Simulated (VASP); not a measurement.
A run of VASP 6.6.1 is set up as follows.

Contents of POSCAR:

```
Cu
1.0
   -1.4211514202      1.4211514202      1.4173638935
    1.4211514202     -1.4211514202      1.4173638935
    1.4211514202      1.4211514202     -1.4173638935
Cu
1
Direct
    0.0000000000      0.0000000000      0.0000000000
```

Contents of INCAR.step1:

```
SYSTEM = Cu
  PREC = Accurate
  ENCUT = 520
  ISMEAR = 0
  SIGMA = 0.15
  LREAL = .FALSE.
  LASPH = .TRUE.
  NELM = 100
  NBANDS = 12
  GGA = PE
  ALGO = Normal
  EDIFF = 1E-4
  LWAVE = .TRUE.
  LCHARG = .FALSE.
```

Contents of INCAR.step2:

```
SYSTEM = Cu
  PREC = Accurate
  ENCUT = 520
  EDIFF = 1E-6
  ISMEAR = 0
  SIGMA = 0.15
  LREAL = .FALSE.
  LASPH = .TRUE.
  NELM = 100
  ALGO = Normal
  ISIF = 2
  LWAVE = .FALSE.
  LCHARG = .FALSE.
  METAGGA = R2SCAN
  LMIXTAU = .TRUE.
  NBANDS = 12
  ISTART = 1
```

File KPOINTS:

```
Automatic mesh
0
G
  24 24 24
  0 0 0
```

Potentials or basis: VASP PAW PBE potentials, release 64 (Cu).

The run is started by

```console
$ cat potpaw_PBE.64/Cu/POTCAR > POTCAR
$ cp INCAR.step1 INCAR
$ mpirun -np 1 vasp_std > vasp.out
$ cp INCAR.step2 INCAR
$ mpirun -np 1 vasp_std > vasp.out
```

What does it give for the pressure?

1.0 GPa.

What does it give for the band gap on the k mesh?

Zero (an odd number of electrons rules out a gap without spin polarisation).

Caveat: the cell differs from its parent crystal (strain -0.015 along x and y, +0.030 along z); the PAW data sets were made with another functional, which shifts forces and pressure a little.
